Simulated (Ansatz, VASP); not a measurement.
## One calculation of Cu, two programs

The input POSCAR:

```
Cu
1.0
   -1.3345838210      1.3345838210      1.3760814500
    1.3345838210     -1.3345838210      1.3760814500
    1.3345838210      1.3345838210     -1.3760814500
Cu
1
Direct
    0.0000000000      0.0000000000      0.0000000000
```

The input INCAR.step1:

```
SYSTEM = Cu
PREC = Accurate ; ENCUT = 520
ISMEAR = 0 ; SIGMA = 0.15
LREAL = .False. ; LASPH = .True.
NELM = 60 ; NBANDS = 12
GGA = PE ; ALGO = Normal
EDIFF = 1E-4 ; LWAVE = .True.
LCHARG = .False.
```

The input INCAR.step2:

```
SYSTEM = Cu
PREC = Accurate ; ENCUT = 520
EDIFF = 1E-6 ; ISMEAR = 0
SIGMA = 0.15 ; LREAL = .False.
LASPH = .True. ; NELM = 60
ALGO = Normal ; ISIF = 2
LWAVE = .False. ; LCHARG = .False.
METAGGA = R2SCAN ; LMIXTAU = .True.
NBANDS = 12 ; ISTART = 1
```

File KPOINTS:

```
regular mesh
0
Gamma
  24 24 24
  0 0 0
```

Input for Ansatz:

```yaml
crystal:
  lattice:
    - [-1.334583821, 1.334583821, 1.37608145]
    - [1.334583821, -1.334583821, 1.37608145]
    - [1.334583821, 1.334583821, -1.37608145]
  atoms:
    - { symbol: Cu, position: [0.0, 0.0, 0.0] }
basis:
  ecutwfc: 500
kpoints:
  mp_grid: { grid: [24, 24, 24] }
hamiltonian:
  xc: r2scan
scf:
  occupations: { method: gaussian, width: 0.15 }
output:
  forces: true
  stress: true
  eigenvalues: true
```

Change from the starting cell: strain -0.0750 x Voigt [1, 1, 0, 0, 0, 0], atoms carried along.

Alike in both runs: task single point; functional r2SCAN; k mesh 24 × 24 × 24; occupations gaussian, width 0.15 eV; no spin polarisation.

```csv
,VASP,Ansatz
version,VASP 6.6.1,Ansatz 0.2.0
potentials or method,"VASP PAW PBE potentials, release 64 (Cu), cutoff 520 eV","scalar-relativistic, plane waves, PAW"
valence electrons in the cell,11,19
```

```csv
,VASP,Ansatz,Ansatz less VASP
gap on the k mesh at the Fermi level (eV),none,none,-
pressure (GPa),38.5,37.7,-0.83
"traceless stress, the component that is largest in VASP (GPa)",0.09,0.11,+0.022
```

VASP's potentials were made for PBE, not for r2SCAN. A gap of «none» marks a metal or a gap that the smearing closes. Both programs put the cell under a high pressure, so it lies far from rest at this level. VASP's potentials hold 11 valence electrons a cell and Ansatz's 19, so a difference there can come from the potentials and not from the codes.
